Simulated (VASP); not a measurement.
Crystal: Mo.

```xyz
4
Lattice="2.8039 0.0000 0.0000 -1.4020 2.4283 0.0000 0.0000 0.0000 9.1576" Properties=species:S:1:pos:R:3 pbc="T T T"
Mo    0.0000    0.0000    0.0000
Mo    0.0000    0.0000    4.5788
Mo    0.0000    1.6188    2.2894
Mo    1.4020    0.8094    6.8682
```

| Quantity | Value |
| --- | --- |
| Program | VASP 6.6.1 |
| Task | relaxation of cell and atoms |
| Functional | PBEsol |
| Potentials or basis | VASP PAW PBE potentials, release 64 (Mo_sv) |
| Cutoff | 600 eV |
| k mesh | 13 × 13 × 4 |
| Occupations | fermi-dirac, width 0.1 eV |
| Spin | no spin polarisation |

At the start: pressure -0.6 GPa; volume 15.59 Å³/atom.

Question: Where does the relaxation end?

Answer: Over 12 steps the energy falls by 10.6 meV/atom and the volume is 15.60 Å³/atom (+0.1 %); space group P6_3/mmc (No. 194, to 0.05 Å).

The path:
| step | energy change (eV) | largest force (eV/Å) | pressure (GPa) | volume (Å³) |
| --- | --- | --- | --- | --- |
| 1 | 0.0000 | 0.0000 | -0.65 | 62.35 |
| 2 | -0.0142 | 0.0000 | 1.89 | 61.78 |
| 3 | -0.0173 | 0.0000 | 3.91 | 61.35 |
| 4 | -0.0206 | 0.0000 | 3.89 | 61.37 |
| 5 | -0.0282 | 0.0000 | 3.86 | 61.42 |
| 6 | -0.0288 | 0.0000 | 4.02 | 61.52 |
| 7 | -0.0313 | 0.0000 | 3.90 | 61.48 |
| 8 | -0.0372 | 0.0000 | 2.64 | 61.76 |
| 9 | -0.0423 | 0.0000 | 0.05 | 62.38 |
| 10 | -0.0423 | 0.0000 | -0.03 | 62.39 |
| 11 | -0.0423 | 0.0000 | -0.02 | 62.40 |
| 12 | -0.0424 | 0.0000 | -0.02 | 62.40 |

Final structure:
```cif
data_structure
_symmetry_space_group_name_H-M 'P 1'
_symmetry_Int_Tables_number 1
_cell_length_a 2.7515
_cell_length_b 2.7515
_cell_length_c 9.5168
_cell_angle_alpha 90.000
_cell_angle_beta 90.000
_cell_angle_gamma 120.000
_cell_volume 62.40
loop_
_atom_site_label
_atom_site_type_symbol
_atom_site_fract_x
_atom_site_fract_y
_atom_site_fract_z
_atom_site_occupancy
Mo1 Mo 0.00000 0.00000 0.00000 1
Mo2 Mo 0.00000 0.00000 0.50000 1
Mo3 Mo 0.33333 0.66667 0.25000 1
Mo4 Mo 0.66667 0.33333 0.75000 1
```

Caveat: the PAW data sets were made with another functional, which shifts forces and pressure a little.
